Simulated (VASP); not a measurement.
Mo:

```
Mo
1.0
    -1.58381    1.58381    1.58381
     1.58381   -1.58381    1.58381
     1.58381    1.58381   -1.58381
Mo
1
Direct
  0.00000 0.00000 0.00000
```

Base run:

```yaml
Program: VASP 6.6.1
Functional: PBEsol
Potentials_or_basis: VASP PAW PBE potentials, release 64 (Mo_sv)
Cutoff: 520 eV
k_mesh: 12 × 12 × 12
Occupations: fermi-dirac, width 0.05 eV
Spin: non-collinear spin, zero start, spin-orbit coupling
Starting_moments: "[[0.0, 0.0, 0.0]] μB"
```

Its results: pressure -9.0 GPa; net moment 0.00 μB per cell.

Q: The run is repeated on the same cell with these changes: functional from PBEsol to PBE; further incar settings from ALGO = Normal; EDIFF = 1e-06; NBANDS = 25 to ALGO = Fast; EDIFF = 1e-06; NBANDS = 25. What comes out?

A: Pressure -1.2 GPa; net moment 0.00 μB per cell.

Caveats: the PAW data sets were made with another functional, which shifts forces and pressure a little (some runs).
